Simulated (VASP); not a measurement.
# InGa (Cmmm) in VASP: notebook

InGa is run at these levels: PBE; tasks: single point, relaxation of cell and atoms.

Everything below comes from runs of VASP 6.6.1. Logs are shortened: lines on timing, memory, paths and dates and some standing lists are left out, and cuts for length are marked.

## 1. The cell of the first run

Symmetry: Cmmm, No. 65, orthorhombic system. The conventional cell has a = 3.817 Å, b = 5.124 Å, c = 4.838 Å, α = 90.00°, β = 90.00°, γ = 90.00°. In (site symmetry mmm) has 8 Ga at 3.08 to 3.52 Å and 6 In at 3.19 to 3.82 Å within 4.1 Å. Ga (site symmetry mmm) has 8 In at 3.08 to 3.52 Å and 6 Ga at 3.19 to 3.82 Å within 4.1 Å.

## 2. Single point, PBE

File INCAR:

```
PREC     = Accurate       # precision mode
ENCUT    = 520            # plane-wave cutoff, eV
EDIFF    = 1E-6           # SCF threshold, eV
ISMEAR   = 0              # smearing method
SIGMA    = 0.1            # smearing width, eV
LREAL    = F              # projectors in reciprocal space
LASPH    = T              # aspherical terms in the spheres
NELM     = 100            # most SCF steps
ALGO     = Normal         # electronic algorithm
ISIF     = 2              # what is computed and relaxed
LWAVE    = F              # write WAVECAR
LCHARG   = T              # write CHGCAR
GGA      = PE             # functional
LELF     = T              # ELF
LVHAR    = T            
NBANDS   = 20             # bands
```

File KPOINTS:

```
Automatic mesh
0
Gamma
  14 14 8
```

File POSCAR:

```
InGa
1.0
    1.9086406673     -2.5618622917      0.0000000000
    1.9086406673      2.5618622917      0.0000000000
    0.0000000000      0.0000000000      4.8375939101
In Ga
1 1
Direct
    0.0000000000      0.0000000000      0.0000000000
    0.5000000000      0.5000000000      0.5000000000
```

Potentials or basis: VASP PAW PBE potentials, release 64 (In_d, Ga_d).

Run with:

```console
cat potpaw_PBE.64/In_d/POTCAR potpaw_PBE.64/Ga_d/POTCAR > POTCAR
mpirun -np 1 vasp_std > vasp.out
```

OUTCAR:

```text
PREC = Accurate
   ENCUT = 520
   EDIFF = 1E-6
   ISMEAR = 0
   LREAL = F
   LASPH = T
   NELM = 100
   ISIF = 2
   GGA = PE

 ion  position               nearest neighbor table
   1  0.000  0.000  0.000-   2 3.08   2 3.08   2 3.08   2 3.08
   2  0.500  0.500  0.500-   1 3.08   1 3.08   1 3.08   1 3.08

  LATTYP: Found a base centered orthorhombic cell.
 ALAT       =     3.8172813346
 B/A-ratio  =     1.3422444233
 C/A-ratio  =     1.2672877596

  Lattice vectors:

 A1 = (   1.9086406673,  -2.5618622917,   0.0000000000)
 A2 = (   1.9086406673,   2.5618622917,   0.0000000000)
 A3 = (   0.0000000000,   0.0000000000,   4.8375939101)

Analysis of symmetry for initial positions (statically):
=====================================================================
 Subroutine PRICEL returns:
 Original cell was already a primitive cell.

 Routine SETGRP: Setting up the symmetry group for a
 base centered orthorhombic supercell.

 Subroutine GETGRP returns: Found  8 space group operations
 (whereof  8 operations were pure point group operations)
 out of a pool of  8 trial point group operations.

The static configuration has the point symmetry D_2h.

Analysis of symmetry for dynamics (positions and initial velocities):
=====================================================================
 Subroutine PRICEL returns:
 Original cell was already a primitive cell.

 Routine SETGRP: Setting up the symmetry group for a
 base centered orthorhombic supercell.

 Subroutine GETGRP returns: Found  8 space group operations
 (whereof  8 operations were pure point group operations)
 out of a pool of  8 trial point group operations.

The dynamic configuration has the point symmetry D_2h.

 Subroutine INISYM returns: Found  8 space group operations
 (whereof  8 operations are pure point group operations),
 and found     1 'primitive' translations

----------------------------------------------------------------------------------------

                                     Primitive cell

  volume of cell :      47.3085

  direct lattice vectors                    reciprocal lattice vectors
     1.908640667 -2.561862292  0.000000000     0.261966544 -0.195170522  0.000000000
     1.908640667  2.561862292  0.000000000     0.261966544  0.195170522  0.000000000
     0.000000000  0.000000000  4.837593910     0.000000000  0.000000000  0.206714333

[... 77 lines left out ...]
   ISPIN  =      1    spin polarized calculation?
   LNONCOLLINEAR =      F non collinear calculations
   LSORBIT =      F    spin-orbit coupling
   LASPH  =      T    aspherical Exc in radial PAW
   ENCUT  =  520.0 eV  38.22 Ry    6.18 a.u.   5.94  5.94  8.99*2*pi/ulx,y,z
   NELM   =    100;   NELMIN=  2; NELMDL= -5     # of ELM steps
   EDIFF  = 0.1E-05   stopping-criterion for ELM
   LREAL  =      F    real-space projection
   EDIFFG = 0.1E-04   stopping-criterion for IOM
   NSW    =      0    number of steps for IOM
   IBRION =     -1    ionic relax: 0-MD 1-quasi-New 2-CG
   NFREE  =      0    steps in history (QN), initial steepest desc. (CG)
   ISIF   =      2    stress and relaxation
   ISYM   =      2    0-nonsym 1-usesym 2-fastsym
   POTIM  = 0.5000    time-step for ionic-motion
   TEBEG  =    0.0;   TEEND  =   0.0 temperature during run
   PSTRESS=    0.0 pullay stress
   NELECT =      26.0000    total number of electrons
   NUPDOWN=      -1.0000    fix difference up-down
   EMIN   =  10.00;   EMAX   =-10.00  energy-range for DOS
   EFERMI =   0.00;   METHOD = LEGACY
   ISMEAR =     0;   SIGMA  =   0.10  broadening in eV -4-tet -1-fermi 0-gaus
   EFERMI_NEDOS =   21; number of points for ismear=-14 and -15
   IALGO  =     38    algorithm
   IMIX   =      4    mixing-type and parameters
     AMIX     =   0.40;   BMIX     =  1.00
     AMIX_MAG =   1.60;   BMIX_MAG =  1.00
  volume/ion in A,a.u.               =      23.65       159.63
  Fermi-wavevector in a.u.,A,eV,Ry     =   1.340971  2.534068 24.466052  1.798204
  Thomas-Fermi vector in A             =   2.469242
   LORBIT       =      0    0 simple, 1 ext, 2 COOP (PROOUT), +10 PAW based schemes
   GGA     = PE    functional components
   LHFCALC =     F    Hartree Fock is set to
   AEXX    =    0.0000 exact exchange contribution
   IVDW    =     0    specifies the selected vdW correction
   LEPSILON=     F    determine dielectric tensor
   LRPA    =     F    only Hartree local field effects (RPA)
 non-spin polarized calculation
 Gauss-broadening in eV      SIGMA  =   0.10
  energy-cutoff  :      520.00
  volume of cell :       47.31
 maximum number of plane-waves:      1296
   NGX = 11   NGY = 11   NGZ = 17

 number of electron      26.0000023 magnetization

 Free energy of the ion-electron system (eV)
  ---------------------------------------------------
  ext. energy  EPLUGINS =         0.00000000
  ---------------------------------------------------
  free energy    TOTEN  =        -5.35346424 eV

  energy without entropy =       -5.34927182  energy(sigma->0) =       -5.35136803

 E-fermi :   6.1778     XC(G=0): -10.3467

 val. band max:        6.1742819497   @ k =   0.5000   0.3571   0.5000
 cond. band min:       6.1818407426   @ k =   0.5000  -0.0000   0.1250
 fundamental gap:      0.0075587929
 Fermi energy:         6.1778319210

 k-point     1 :       0.0000    0.0000    0.0000
  band No.  band energies     occupation
      1      -8.7153      2.00000
      2      -8.6886      2.00000
      3      -8.6856      2.00000
      4      -8.6135      2.00000
      5      -8.5787      2.00000
      6      -8.5588      2.00000
[... 541 lines left out ...]
     19      15.7483      0.00000
     20      19.6370      0.00000

 [... further k-points ...]

------------------------ aborting loop because EDIFF is reached ----------------------------------------

  FORCE on cell =-STRESS in cart. coord.  units (eV):
  Direction    XX          YY          ZZ          XY          YZ          ZX
  --------------------------------------------------------------------------------------
  -------------------------------------------------------------------------------------
  Total       -0.0056456     -0.0051113      0.0135439      0.0000000      0.0000000      0.0000000
  in kB       -0.1911983     -0.1731007      0.4586857      0.0000000      0.0000000      0.0000000
  external PRESSURE =       0.0314622 kB  Pullay stress =       0.0000000 kB

 VOLUME and BASIS-vectors are now :
 -----------------------------------------------------------------------------
  energy-cutoff  :      520.00
  volume of cell :       47.31
      direct lattice vectors                 reciprocal lattice vectors
     1.908640667 -2.561862292  0.000000000     0.261966544 -0.195170522  0.000000000
     1.908640667  2.561862292  0.000000000     0.261966544  0.195170522  0.000000000
     0.000000000  0.000000000  4.837593910     0.000000000  0.000000000  0.206714333

 POSITION                                       TOTAL-FORCE (eV/Angst)
 -----------------------------------------------------------------------------------
      0.00000      0.00000      0.00000         0.000000      0.000000      0.000000
      1.90864      0.00000      2.41880        -0.000000     -0.000000      0.000000
 -----------------------------------------------------------------------------------
    total drift:                                0.000000      0.000000     -0.000000

  FREE ENERGIE OF THE ION-ELECTRON SYSTEM (eV)
  ---------------------------------------------------
  free  energy   TOTEN  =        -5.3534642448 eV

  energy  without entropy=       -5.3492718239  energy(sigma->0) =       -5.35136803
```

OSZICAR:

```text
N       E                     dE             d eps       ncg     rms          rms(c)
DAV:   1     0.176948233266E+03    0.17695E+03   -0.12920E+04 11636   0.206E+03
DAV:   2     0.104905755996E+02   -0.16646E+03   -0.16325E+03 11600   0.397E+02
DAV:   3    -0.498903716849E+01   -0.15480E+02   -0.15400E+02 12880   0.116E+02
DAV:   4    -0.538715946042E+01   -0.39812E+00   -0.39780E+00 13620   0.195E+01
DAV:   5    -0.540678513511E+01   -0.19626E-01   -0.19624E-01 16184   0.386E+00    0.251E+00
DAV:   6    -0.536298080428E+01    0.43804E-01   -0.81502E-02 14784   0.464E+00    0.130E+00
DAV:   7    -0.535413844236E+01    0.88424E-02   -0.25014E-02 15756   0.239E+00    0.252E-01
DAV:   8    -0.535345643039E+01    0.68201E-03   -0.29672E-03 13484   0.782E-01    0.467E-02
DAV:   9    -0.535345940645E+01   -0.29761E-05   -0.16904E-04 17320   0.124E-01    0.123E-02
DAV:  10    -0.535346317871E+01   -0.37723E-05   -0.55620E-06 11924   0.420E-02    0.543E-03
DAV:  11    -0.535346432762E+01   -0.11489E-05   -0.16416E-06  8900   0.149E-02    0.115E-03
DAV:  12    -0.535346424481E+01    0.82813E-07   -0.21569E-07  7132   0.548E-03
   1 F= -.53534642E+01 E0= -.53513680E+01  d E =-.419242E-02
```

Wall time 93 s (1 thread of Intel Xeon Platinum 8488C (Sapphire Rapids), shared host); peak memory 0.37 GiB.

What came out:

- Free energy: -5.3535 eV
- Pressure: 0.0 GPa
- Band gap on the k mesh: zero (band 13 reaches 11.31 eV, above the bottom of band 14 at 3.01 eV)

Caveat: spin-orbit coupling is left out, which moves the levels of the heavy elements.

## 3. Relaxation of cell and atoms, PBE

This run uses another cell than the first one, of 22.12 Å³/atom, 0.935 times its volume.

File INCAR:

```
PREC     = Accurate       # precision mode
ENCUT    = 600            # plane-wave cutoff, eV
EDIFF    = 1E-7           # SCF threshold, eV
ISMEAR   = 0              # smearing method
SIGMA    = 0.1            # smearing width, eV
LREAL    = False          # projectors in reciprocal space
LASPH    = True           # aspherical terms in the spheres
NELM     = 100            # most SCF steps
ALGO     = Normal         # electronic algorithm
ISIF     = 3              # what is computed and relaxed
LWAVE    = False          # write WAVECAR
LCHARG   = False          # write CHGCAR
GGA      = PE             # functional
IBRION   = 2              # ionic algorithm
NSW      = 100            # ionic steps
EDIFFG   = -0.005         # ionic threshold
```

KPOINTS is that of step 2.

File POSCAR:

```
InGa
1.0
    1.7684328012     -2.5009416516      0.0000000000
    1.7684328012      2.5009416516      0.0000000000
    0.0000000000      0.0000000000      5.0018833032
In Ga
1 1
Direct
    0.0000000000      0.0000000000      0.0000000000
    0.5000000000      0.5000000000      0.5000000000
```

Potentials or basis: VASP PAW PBE potentials, release 64 (In_d, Ga_d).

Run with:

```console
cat potpaw_PBE.64/In_d/POTCAR potpaw_PBE.64/Ga_d/POTCAR > POTCAR
mpirun -np 1 vasp_std > vasp.out
```

It took 20 min on 1 thread of Intel Xeon Platinum 8488C (Sapphire Rapids), shared host; peak memory 0.41 GiB.

It converged, with:

| Item | Value |
| --- | --- |
| Free energy | -5.3525 eV |
| Relaxed volume | 23.67 Å³/atom |
| Relaxed cell | a = 3.193 Å, b = 3.193 Å, c = 4.843 Å, α = 90.00°, β = 90.00°, γ = 106.58° |
| Space group after relaxing (to 0.05 Å) | Cmmm (No. 65) |
| Energy gained by relaxing | 27.0 meV/atom |
| Ionic steps | 19 |
| Pressure after relaxing | 0.0 GPa |
| Band gap on the k mesh | zero (band 13 reaches 11.28 eV, above the bottom of band 14 at 3.01 eV) |

Step by step:
```csv
step,energy change (eV),largest force (eV/Å),pressure (GPa),volume (Å³)
1,0.0000,0.0000,3.34,44.24
2,-0.0358,0.0000,0.19,47.26
3,-0.0363,0.0000,-0.28,47.80
4,-0.0364,0.0000,-0.23,47.73
5,-0.0413,0.0000,-0.25,47.71
6,-0.0486,0.0000,-0.17,47.64
7,-0.0489,0.0000,-0.15,47.62
8,-0.0501,0.0000,0.04,47.38
9,-0.0519,0.0000,0.63,46.64
10,-0.0523,0.0000,0.65,46.66
11,-0.0530,0.0000,0.56,46.70
12,-0.0528,0.0000,0.41,46.78
13,-0.0530,0.0000,0.44,46.75
14,-0.0531,0.0000,0.48,46.73
15,-0.0535,0.0000,0.36,46.88
16,-0.0539,0.0000,0.20,47.06
17,-0.0540,0.0000,-0.12,47.44
18,-0.0541,0.0000,0.03,47.30
19,-0.0541,0.0000,-0.01,47.33
```

Final structure:
```
In Ga
1.0
     1.90890   -2.55996    0.00000
     1.90890    2.55996    0.00000
     0.00000    0.00000    4.84279
In Ga
1 1
Cartesian
  0.0000 0.0000 0.0000
  1.9089 0.0000 2.4214
```

Levels at points of the mesh, in eV from the Fermi level:
```tsv
k point	band 11	band 12	band 13	band 14	band 15	band 16
(0.00, 0.00, 0.00)	-9.85	-3.27	-2.78	4.93	6.52	9.10
(0.50, 0.00, 0.00)	-5.94	-5.29	0.53	1.31	1.65	1.87
(0.50, 0.50, 0.00)	-4.31	-3.17	0.35	0.59	1.76	2.26
(0.00, 0.00, 0.50)	-8.21	-8.09	5.08	5.12	6.42	7.60
(0.50, 0.00, 0.50)	-4.71	-3.95	-3.37	-3.16	6.14	6.36
(0.50, 0.50, 0.50)	-3.41	-2.23	-1.44	-1.25	2.12	2.39
```

Caveat: spin-orbit coupling is left out, which moves the levels of the heavy elements.
